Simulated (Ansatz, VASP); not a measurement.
## Ag: VASP beside Ansatz

File INCAR:

```
PREC     = Accurate       # precision mode
ENCUT    = 520            # plane-wave cutoff, eV
EDIFF    = 1E-6           # SCF threshold, eV
ISMEAR   = -1             # smearing method
SIGMA    = 0.1            # smearing width, eV
LREAL    = False          # projectors in reciprocal space
LASPH    = True           # aspherical terms in the spheres
NELM     = 80             # most SCF steps
ALGO     = Normal         # electronic algorithm
ISIF     = 2              # what is computed and relaxed
LWAVE    = False          # write WAVECAR
LCHARG   = False          # write CHGCAR
GGA      = RP             # functional
NBANDS   = 30             # bands
```

KPOINTS

```
Automatic mesh
0
Gamma
  14 14 4
```

Contents of POSCAR:

```
Ag
1.0
    3.0830490082      0.0000000000      0.0000000000
   -1.5415245041      2.6699987622      0.0000000000
    0.0000000000      0.0000000000     10.1722299406
Ag
4
Direct
    0.3333333333      0.6666666667      0.2500000000
    0.6666666667      0.3333333333      0.7500000000
    0.0000000000      0.0000000000      0.0000000000
    1.0000000000      1.0000000000      0.5000000000
```

Input for Ansatz:

```yaml
crystal:
  lattice:
    - [3.0830490082, 0.0, 0.0]
    - [-1.5415245041, 2.6699987622, 0.0]
    - [0.0, 0.0, 10.1722299406]
  atoms:
    - { symbol: Ag, position: [0.3333333333, 0.6666666667, 0.25] }
    - { symbol: Ag, position: [0.6666666667, 0.3333333333, 0.75] }
    - { symbol: Ag, position: [0.0, 0.0, 0.0] }
    - { symbol: Ag, position: [1.0, 1.0, 0.5] }
hamiltonian:
  xc: rpbe
  pseudopotentials:
    kind: paw
    azcp:
      Ag: "pseudopotentials/Ag.paw.azcp"
basis:
  ecutwfc: 420
  fft_grid_basis: typed
kpoints:
  mp_grid: { grid: [14, 14, 4], shift: [0, 0, 0] }
magnetization:
  spin_polarized: false
scf:
  occupations: { method: fermi_dirac, width: 0.1 }
  lower_state_search: "off"
output:
  stress: true
```

Alike in both runs: task single point; functional RPBE; k mesh 14 × 14 × 4; occupations fermi-dirac, width 0.1 eV; no spin polarisation.

```csv
,VASP,Ansatz
version,VASP 6.6.1,Ansatz 0.2.0
potentials or method,"VASP PAW PBE potentials, release 64 (Ag), cutoff 520 eV","plane waves (420 eV) with PAW, scalar-relativistic"
valence electrons in the cell,44,76
```

|  | VASP | Ansatz | Ansatz less VASP |
| --- | --- | --- | --- |
| pressure (GPa) | -5.9 | -5.9 | 0.00 |
| traceless stress, the component that is largest in VASP (GPa) | -0.36 | -0.37 | -0.002 |

VASP's potentials were made for PBE, not for RPBE. The functional is the same, so the differences come from potentials, cutoffs and numerics. VASP's potentials hold 44 valence electrons a cell and Ansatz's 76, so a difference there can come from the potentials and not from the codes.
